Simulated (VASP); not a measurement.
# Hf3N4 (I-43d) in VASP: further runs

The runs below take Hf3N4 through single point, with PBE, PBEsol.

Everything below comes from runs of VASP 6.6.1. Logs are shortened: lines on timing, memory, paths and dates and some standing lists are left out, and cuts for length are marked.

**1. The cell of the first run**

The structure is cubic, space group I-43d (No. 220). The conventional cell has a = 6.701 Å, b = 6.701 Å, c = 6.701 Å, α = 90.00°, β = 90.00°, γ = 90.00°. Within 2.9 Å of Hf (site symmetry -4) lie 8 N at 2.18 to 2.47 Å. N (site symmetry 3) has 6 Hf at 2.18 to 2.47 Å and 5 N at 2.64 to 2.90 Å within 3.0 Å.

**2. Single point, PBE**

Contents of INCAR:

```
ALGO = Normal
EDIFF = 1E-6
ENCUT = 600
GGA = PE
GGA_COMPAT = False
ISIF = 2
ISMEAR = 0
LASPH = True
LCHARG = False
LREAL = False
LWAVE = False
NBANDS = 63
NELM = 120
PREC = Accurate
SIGMA = 0.1
```

Contents of KPOINTS:

```
k-points
0
Gamma
  4 4 4
```

Contents of POSCAR:

```
Hf3N4
1.0
   -3.3505000000      3.3505000000      3.3505000000
    3.3505000000     -3.3505000000      3.3505000000
    3.3505000000      3.3505000000     -3.3505000000
Hf N
6 8
Direct
    0.2500000000      0.6250000000      0.3750000000
    0.3750000000      0.2500000000      0.6250000000
    0.7500000000      0.8750000000      0.1250000000
    0.1250000000      0.7500000000      0.8750000000
    0.6250000000      0.3750000000      0.2500000000
    0.8750000000      0.1250000000      0.7500000000
    0.1260000000      0.1260000000      0.1260000000
    0.8740000000      0.5000000000      0.0000000000
    0.5000000000      0.0000000000      0.3740000000
    0.0000000000      0.8740000000      0.5000000000
    0.3740000000      0.5000000000      0.0000000000
    0.6260000000      0.6260000000      0.6260000000
    0.0000000000      0.3740000000      0.5000000000
    0.5000000000      0.0000000000      0.8740000000
```

Potentials or basis: VASP PAW PBE potentials, release 64 (Hf_pv, N).

The run is started by

```
> cat potpaw_PBE.64/Hf_pv/POTCAR potpaw_PBE.64/N/POTCAR > POTCAR
> mpirun -np 1 vasp_std > vasp.out
```

OUTCAR:

```text
EDIFF = 1E-6
   ENCUT = 600
   GGA = PE
   ISIF = 2
   ISMEAR = 0
   LASPH = True
   LREAL = False
   NELM = 120
   PREC = Accurate

 ion  position               nearest neighbor table
   1  0.250  0.625  0.375-   8 2.18   9 2.18  12 2.18  13 2.18  11 2.47   7 2.47  10 2.47  14 2.47
                             5 3.13   2 3.13   4 3.13   5 3.13   4 3.13   6 3.13   2 3.13   6 3.13
   2  0.375  0.250  0.625-   9 2.18  10 2.18  11 2.18  12 2.18   8 2.47  13 2.47   7 2.47  14 2.47
                             5 3.13   6 3.13   3 3.13   5 3.13   1 3.13   1 3.13   6 3.13   3 3.13
   3  0.750  0.875  0.125-   7 2.18  10 2.18  11 2.18  14 2.18  13 2.47   8 2.47   9 2.47  12 2.47
                             5 3.13   6 3.13   2 3.13   6 3.13   4 3.13   5 3.13   2 3.13   4 3.13
   4  0.125  0.750  0.875-   7 2.18   8 2.18  13 2.18  14 2.18  11 2.47  12 2.47   9 2.47  10 2.47
                             6 3.13   1 3.13   3 3.13   6 3.13   1 3.13   3 3.13   5 3.13   5 3.13
   5  0.625  0.375  0.250-  11 2.18  12 2.18  13 2.18  14 2.18   7 2.47   8 2.47   9 2.47  10 2.47
                             1 3.13   4 3.13   1 3.13   2 3.13   3 3.13   2 3.13   3 3.13   4 3.13
   6  0.875  0.125  0.750-   7 2.18   8 2.18   9 2.18  10 2.18  11 2.47  12 2.47  13 2.47  14 2.47
                             4 3.13   1 3.13   2 3.13   3 3.13   4 3.13   3 3.13   2 3.13   1 3.13
   7  0.126  0.126  0.126-   3 2.18   4 2.18   6 2.18   2 2.47   5 2.47   1 2.47
   8  0.874  0.500  0.000-   1 2.18   4 2.18   6 2.18   2 2.47   3 2.47   5 2.47
   9  0.500  0.000  0.374-   1 2.18   2 2.18   6 2.18   4 2.47   5 2.47   3 2.47
  10  0.000  0.874  0.500-   2 2.18   3 2.18   6 2.18   4 2.47   5 2.47   1 2.47
  11  0.374  0.500  0.000-   2 2.18   3 2.18   5 2.18   4 2.47   1 2.47   6 2.47
  12  0.626  0.626  0.626-   1 2.18   2 2.18   5 2.18   4 2.47   3 2.47   6 2.47
  13  0.000  0.374  0.500-   1 2.18   4 2.18   5 2.18   2 2.47   3 2.47   6 2.47
  14  0.500  0.000  0.874-   3 2.18   4 2.18   5 2.18   2 2.47   1 2.47   6 2.47

  LATTYP: Found a body centered cubic cell.
 ALAT       =     6.7010000000

  Lattice vectors:

 A1 = (  -3.3505000000,   3.3505000000,   3.3505000000)
 A2 = (   3.3505000000,  -3.3505000000,   3.3505000000)
 A3 = (   3.3505000000,   3.3505000000,  -3.3505000000)

Analysis of symmetry for initial positions (statically):
=====================================================================
 Subroutine PRICEL returns:
 Original cell was already a primitive cell.

 Routine SETGRP: Setting up the symmetry group for a
 body centered cubic supercell.

 Subroutine GETGRP returns: Found 24 space group operations
 (whereof  3 operations were pure point group operations)
 out of a pool of 48 trial point group operations.

The static configuration has the point symmetry C_3 .
 The point group associated with its full space group is T_d .

Analysis of symmetry for dynamics (positions and initial velocities):
=====================================================================
 Subroutine PRICEL returns:
 Original cell was already a primitive cell.

 Routine SETGRP: Setting up the symmetry group for a
 body centered cubic supercell.

 Subroutine GETGRP returns: Found 24 space group operations
 (whereof  3 operations were pure point group operations)
 out of a pool of 48 trial point group operations.

The dynamic configuration has the point symmetry C_3 .
 The point group associated with its full space group is T_d .

 Subroutine INISYM returns: Found 24 space group operations
 (whereof  3 operations are pure point group operations),
 and found     1 'primitive' translations

----------------------------------------------------------------------------------------

                                     Primitive cell

  volume of cell :     150.4488

  direct lattice vectors                    reciprocal lattice vectors
    -3.350500000  3.350500000  3.350500000     0.000000000  0.149231458  0.149231458
     3.350500000 -3.350500000  3.350500000     0.149231458  0.000000000  0.149231458
     3.350500000  3.350500000 -3.350500000     0.149231458  0.149231458  0.000000000

  length of vectors
     5.803236231  5.803236231  5.803236231     0.211045152  0.211045152  0.211045152

  position of ions in fractional coordinates (direct lattice)
     0.250000000  0.625000000  0.375000000
     0.375000000  0.250000000  0.625000000
[... 44 lines left out ...]

  Length of vectors
     0.052761288  0.052761288  0.052761288

  Shift w.r.t. Gamma in fractional coordinates (k-lattice)
     0.000000000  0.000000000  0.000000000

 Subroutine IBZKPT returns following result:
 ===========================================

 Found      8 irreducible k-points:

 Following reciprocal coordinates:
            Coordinates               Weight
  0.000000  0.000000  0.000000      1.000000
  0.250000  0.000000  0.000000     12.000000
  0.500000  0.000000  0.000000      6.000000
  0.250000  0.250000  0.000000     24.000000
  0.250000  0.250000  0.250000      2.000000
 -0.250000  0.250000  0.250000      6.000000
  0.500000  0.500000  0.250000     12.000000
  0.500000  0.500000  0.500000      1.000000
   k-points           NKPTS =      8   k-points in BZ     NKDIM =      8   number of bands    NBANDS=     63
   number of dos      NEDOS =    301   number of ions     NIONS =     14
   total plane-waves  NPLWV = 110592
   dimension x,y,z NGX =    48 NGY =   48 NGZ =   48
   dimension x,y,z NGXF=    96 NGYF=   96 NGZF=   96
   ions per type =               6   8
   NGX,Y,Z   is equivalent  to a cutoff of  13.75, 13.75, 13.75 a.u.
   NGXF,Y,Z  is equivalent  to a cutoff of  27.50, 27.50, 27.50 a.u.
 SYSTEM =  unknown system
   PREC   = accura    normal or accurate (medium, high low for compatibility)
   ISTART =      0    job   : 0-new  1-cont  2-samecut
   ICHARG =      2    charge: 1-file 2-atom 10-const
   ISPIN  =      1    spin polarized calculation?
   LNONCOLLINEAR =      F non collinear calculations
   LSORBIT =      F    spin-orbit coupling
   LASPH  =      T    aspherical Exc in radial PAW
   ENCUT  =  600.0 eV  44.10 Ry    6.64 a.u.  11.59 11.59 11.59*2*pi/ulx,y,z
   NELM   =    120;   NELMIN=  2; NELMDL= -5     # of ELM steps
   EDIFF  = 0.1E-05   stopping-criterion for ELM
   LREAL  =      F    real-space projection
   EDIFFG = 0.1E-04   stopping-criterion for IOM
   NSW    =      0    number of steps for IOM
   IBRION =     -1    ionic relax: 0-MD 1-quasi-New 2-CG
   NFREE  =      0    steps in history (QN), initial steepest desc. (CG)
   ISIF   =      2    stress and relaxation
   ISYM   =      2    0-nonsym 1-usesym 2-fastsym
   POTIM  = 0.5000    time-step for ionic-motion
   TEBEG  =    0.0;   TEEND  =   0.0 temperature during run
   PSTRESS=    0.0 pullay stress
   NELECT =     100.0000    total number of electrons
   NUPDOWN=      -1.0000    fix difference up-down
   EMIN   =  10.00;   EMAX   =-10.00  energy-range for DOS
   EFERMI =   0.00;   METHOD = LEGACY
   ISMEAR =     0;   SIGMA  =   0.10  broadening in eV -4-tet -1-fermi 0-gaus
   EFERMI_NEDOS =   21; number of points for ismear=-14 and -15
   IALGO  =     38    algorithm
   IMIX   =      4    mixing-type and parameters
     AMIX     =   0.40;   BMIX     =  1.00
     AMIX_MAG =   1.60;   BMIX_MAG =  1.00
  volume/ion in A,a.u.               =      10.75        72.52
  Fermi-wavevector in a.u.,A,eV,Ry     =   1.428714  2.699877 27.772523  2.041223
  Thomas-Fermi vector in A             =   2.548746
   LORBIT       =      0    0 simple, 1 ext, 2 COOP (PROOUT), +10 PAW based schemes
   GGA     = PE    functional components
   LHFCALC =     F    Hartree Fock is set to
   AEXX    =    0.0000 exact exchange contribution
   IVDW    =     0    specifies the selected vdW correction
   LEPSILON=     F    determine dielectric tensor
   LRPA    =     F    only Hartree local field effects (RPA)
 non-spin polarized calculation
 Gauss-broadening in eV      SIGMA  =   0.10
  energy-cutoff  :      600.00
  volume of cell :      150.45
 maximum number of plane-waves:      5042
 NGX is ok and might be reduce to    48
   NGX = 23   NGY = 23   NGZ = 23

 number of electron      99.9999999 magnetization

 number of electron     100.0000000 magnetization

 Free energy of the ion-electron system (eV)
  ---------------------------------------------------
  ext. energy  EPLUGINS =         0.00000000
  ---------------------------------------------------
  free energy    TOTEN  =      -148.57949848 eV

  energy without entropy =     -148.57949848  energy(sigma->0) =     -148.57949848

 E-fermi :   7.1969     XC(G=0): -12.7607

 val. band max:        6.6930405155   @ k =   0.0000   0.0000   0.0000
 cond. band min:       7.7041304952   @ k =   0.0000   0.0000   0.0000
 fundamental gap:      1.0110899796
 Fermi energy:         7.1968825036

 k-point     1 :       0.0000    0.0000    0.0000
  band No.  band energies     occupation
      1     -24.0071      2.00000
      2     -24.0071      2.00000
      3     -24.0071      2.00000
      4     -23.9144      2.00000
      5     -23.9144      2.00000
      6     -23.9144      2.00000
[... 509 lines left out ...]
     61      11.6485      0.00000
     62      11.6843      0.00000
 [bands above 62 left out]

------------------------ aborting loop because EDIFF is reached ----------------------------------------

  FORCE on cell =-STRESS in cart. coord.  units (eV):
  Direction    XX          YY          ZZ          XY          YZ          ZX
  --------------------------------------------------------------------------------------
  -------------------------------------------------------------------------------------
  Total        3.4432125      3.4432125      3.4432125      0.0000000     -0.0000000     -0.0000000
  in kB       36.6678587     36.6678587     36.6678587      0.0000000     -0.0000000     -0.0000000
  external PRESSURE =      36.6678587 kB  Pullay stress =       0.0000000 kB

 VOLUME and BASIS-vectors are now :
 -----------------------------------------------------------------------------
  energy-cutoff  :      600.00
  volume of cell :      150.45
      direct lattice vectors                 reciprocal lattice vectors
    -3.350500000  3.350500000  3.350500000     0.000000000  0.149231458  0.149231458
     3.350500000 -3.350500000  3.350500000     0.149231458  0.000000000  0.149231458
     3.350500000  3.350500000 -3.350500000     0.149231458  0.149231458  0.000000000

 POSITION                                       TOTAL-FORCE (eV/Angst)
 -----------------------------------------------------------------------------------
      2.51287      0.00000      1.67525        -0.000000      0.000000      0.000000
      1.67525      2.51287      0.00000        -0.000000      0.000000      0.000000
      0.83763     -0.00000      5.02575        -0.000000      0.000000      0.000000
      5.02575      0.83763      0.00000        -0.000000      0.000000      0.000000
      0.00000      1.67525      2.51287        -0.000000      0.000000     -0.000000
      0.00000      5.02575      0.83763        -0.000000      0.000000     -0.000000
      0.42216      0.42216      0.42216         0.154897      0.154897      0.154897
     -1.25309      1.25309      4.60359         0.154897     -0.154897     -0.154897
     -0.42216      2.92834      0.42216        -0.154897     -0.154897      0.154897
      4.60359     -1.25309      1.25309        -0.154897      0.154897     -0.154897
      0.42216     -0.42216      2.92834         0.154897     -0.154897     -0.154897
      2.09741      2.09741      2.09741         0.154897      0.154897      0.154897
      2.92834      0.42216     -0.42216        -0.154897      0.154897     -0.154897
      1.25309      4.60359     -1.25309        -0.154897     -0.154897      0.154897
 -----------------------------------------------------------------------------------
    total drift:                               -0.000000     -0.000000     -0.000000

  FREE ENERGIE OF THE ION-ELECTRON SYSTEM (eV)
  ---------------------------------------------------
  free  energy   TOTEN  =      -148.5794984827 eV

  energy  without entropy=     -148.5794984827  energy(sigma->0) =     -148.57949848
```

It took 2.8 min on 1 thread of Intel Xeon 8259CL, shared host; peak memory 0.35 GiB.

Results:

```yaml
Free_energy: -148.5795 eV
Pressure: 3.7 GPa
Largest_force: 0.268 eV/Å
Band_gap_on_the_k_mesh: 1.01 eV
```

Forces in eV/Å, atoms in the order of the input:
```
Hf   0.000  0.000  0.000
Hf   0.000  0.000  0.000
Hf   0.000  0.000  0.000
Hf   0.000  0.000  0.000
Hf   0.000  0.000  0.000
Hf   0.000  0.000  0.000
N    0.155  0.155  0.155
N    0.155 -0.155 -0.155
N   -0.155 -0.155  0.155
N   -0.155  0.155 -0.155
N    0.155 -0.155 -0.155
N    0.155  0.155  0.155
N   -0.155  0.155 -0.155
N   -0.155 -0.155  0.155
```

Caveat: the cell stands under pressure; spin-orbit coupling is left out, which moves the levels of the heavy elements. PBE gaps usually lie below the measured ones, often by a third to a half.

**3. Single point, PBE**

This run uses another cell than the first one, of 10.91 Å³/atom.

Contents of INCAR:

```
PREC = Accurate ; ENCUT = 600
EDIFF = 1E-6 ; ISMEAR = 0
SIGMA = 0.02 ; LREAL = F
LASPH = T ; NELM = 120
ALGO = Normal ; ISIF = 2
LWAVE = F ; LCHARG = F
GGA = PE ; NBANDS = 63
GGA_COMPAT = F
```

Contents of KPOINTS:

```
Automatic mesh
0
Gamma
  6 6 6
```

Contents of POSCAR:

```
Hf3N4
1.0
   -3.3671426616      3.3671426616      3.3671426616
    3.3671426616     -3.3671426616      3.3671426616
    3.3671426616      3.3671426616     -3.3671426616
Hf N
6 8
Direct
    0.2500000000      0.6250000000      0.3750000000
    0.3750000000      0.2500000000      0.6250000000
    0.7500000000      0.8750000000      0.1250000000
    0.1250000000      0.7500000000      0.8750000000
    0.6250000000      0.3750000000      0.2500000000
    0.8750000000      0.1250000000      0.7500000000
    0.1330092770      0.1330092770      0.1330092770
    0.8669907230      0.5000000000      0.0000000000
    0.5000000000      0.0000000000      0.3669907230
    0.0000000000      0.8669907230      0.5000000000
    0.3669907230      0.5000000000      0.0000000000
    0.6330092770      0.6330092770      0.6330092770
    0.0000000000      0.3669907230      0.5000000000
    0.5000000000      0.0000000000      0.8669907230
```

Potentials or basis: VASP PAW PBE potentials, release 64 (Hf_pv, N).

The run is started by

```
> cat potpaw_PBE.64/Hf_pv/POTCAR potpaw_PBE.64/N/POTCAR > POTCAR
> mpirun -np 1 vasp_std > vasp.out
```

Run time: 7.3 min. Hardware: 1 thread of Intel Xeon 8259CL, shared host; peak memory 0.39 GiB.

Results (log left out):

* Free energy: -148.6229 eV
* Pressure: -2.8 GPa
* Largest force: 0.044 eV/Å
* Band gap on the k mesh: 1.04 eV

Forces on the atoms (eV/Å):
```
Hf   0.000  0.000  0.000
Hf   0.000  0.000  0.000
Hf   0.000  0.000  0.000
Hf   0.000  0.000  0.000
Hf   0.000  0.000  0.000
Hf   0.000  0.000  0.000
N   -0.026 -0.026 -0.026
N   -0.026  0.026  0.026
N    0.026  0.026 -0.026
N    0.026 -0.026  0.026
N   -0.026  0.026  0.026
N   -0.026 -0.026 -0.026
N    0.026 -0.026  0.026
N    0.026  0.026 -0.026
```

Levels at points of the mesh, in eV from the valence-band top:
```csv
k point,band 46,band 47,band 48,band 49,band 50,band 51,band 52,band 53,band 54,band 55
"(0.00, 0.00, 0.00)",-1.35,-1.35,0.00,0.00,0.00,1.04,1.04,1.74,1.74,1.74
"(0.50, 0.00, 0.00)",-2.01,-1.62,-1.62,-0.83,-0.83,2.49,2.49,2.63,2.63,3.48
"(0.50, 0.50, 0.50)",-1.85,-0.55,-0.55,-0.55,-0.55,3.64,3.64,3.64,3.64,3.64
```

Caveat: spin-orbit coupling is left out, which moves the levels of the heavy elements.

**4. Single point, PBEsol**

This run uses another cell than the first one, of 10.91 Å³/atom.

Contents of INCAR:

```
SYSTEM = Hf3N4
  PREC = Accurate
  ENCUT = 600
  EDIFF = 1E-6
  ISMEAR = 0
  SIGMA = 0.02
  LREAL = .False.
  LASPH = .True.
  NELM = 120
  ALGO = Normal
  ISIF = 2
  LWAVE = .False.
  LCHARG = .False.
  GGA = PS
  NBANDS = 63
  GGA_COMPAT = .False.
```

Contents of KPOINTS:

```
regular mesh
0
Gamma
  6 6 6
  0 0 0
```

POSCAR is that of step 3.

The run is started by

```
> cat potpaw_PBE.64/Hf_pv/POTCAR potpaw_PBE.64/N/POTCAR > POTCAR
> mpirun -np 1 vasp_std > vasp.out
```

Wall time 7.1 min (1 thread of Intel Xeon 8259CL, shared host); peak memory 0.4 GiB.

It converged, with:

- Free energy: -156.5456 eV
- Pressure: -11.0 GPa
- Largest force: 0.054 eV/Å
- Band gap on the k mesh: 0.96 eV

Forces on the atoms (eV/Å):
```
Hf   0.000  0.000  0.000
Hf   0.000  0.000  0.000
Hf   0.000  0.000  0.000
Hf   0.000  0.000  0.000
Hf   0.000  0.000  0.000
Hf   0.000  0.000  0.000
N   -0.031 -0.031 -0.031
N   -0.031  0.031  0.031
N    0.031  0.031 -0.031
N    0.031 -0.031  0.031
N   -0.031  0.031  0.031
N   -0.031 -0.031 -0.031
N    0.031 -0.031  0.031
N    0.031  0.031 -0.031
```

Levels at points of the mesh, in eV from the valence-band top:
| k point | band 46 | band 47 | band 48 | band 49 | band 50 | band 51 | band 52 | band 53 | band 54 | band 55 |
| --- | --- | --- | --- | --- | --- | --- | --- | --- | --- | --- |
| (0.00, 0.00, 0.00) | -1.37 | -1.37 | 0.00 | 0.00 | 0.00 | 0.96 | 0.96 | 1.66 | 1.66 | 1.66 |
| (0.50, 0.00, 0.00) | -2.03 | -1.64 | -1.64 | -0.84 | -0.84 | 2.44 | 2.44 | 2.57 | 2.57 | 3.43 |
| (0.50, 0.50, 0.50) | -1.87 | -0.56 | -0.56 | -0.56 | -0.56 | 3.60 | 3.60 | 3.60 | 3.60 | 3.60 |

Caveat: the cell stands under tension; the PAW data sets were made with another functional, which shifts forces and pressure a little; spin-orbit coupling is left out, which moves the levels of the heavy elements. A k mesh can miss the band edges.

**5. Summary**

| level | cell | k mesh | smearing | gap on the mesh (eV) | pressure (GPa) | largest force (eV/Å) |
| --- | --- | --- | --- | --- | --- | --- |
| PBE | a = 5.803 Å, angles 109.5°, 14 atoms, atomic positions A | 4 × 4 × 4 | gaussian 0.1 eV | 1.01 | 3.7 | 0.27 |
| PBE | a = 5.832 Å, angles 109.5°, 14 atoms, atomic positions B | 6 × 6 × 6 | gaussian 0.02 eV | 1.04 | -2.8 | 0.04 |
| PBEsol | a = 5.832 Å, angles 109.5°, 14 atoms, atomic positions B | 6 × 6 × 6 | gaussian 0.02 eV | 0.96 | -11.0 | 0.05 |

Alike in all rows: task single point; potentials or basis VASP PAW PBE potentials, release 64 (Hf_pv, N); no spin polarisation; cutoff (eV) 600.

Caveats: spin-orbit coupling is left out, which moves the levels of the heavy elements; the cell stands under pressure (at least some runs); the cell stands under tension (at least some runs); the PAW data sets were made with another functional, which shifts forces and pressure a little (at least some runs).

Absolute energies hang on the potentials; compare differences alone.
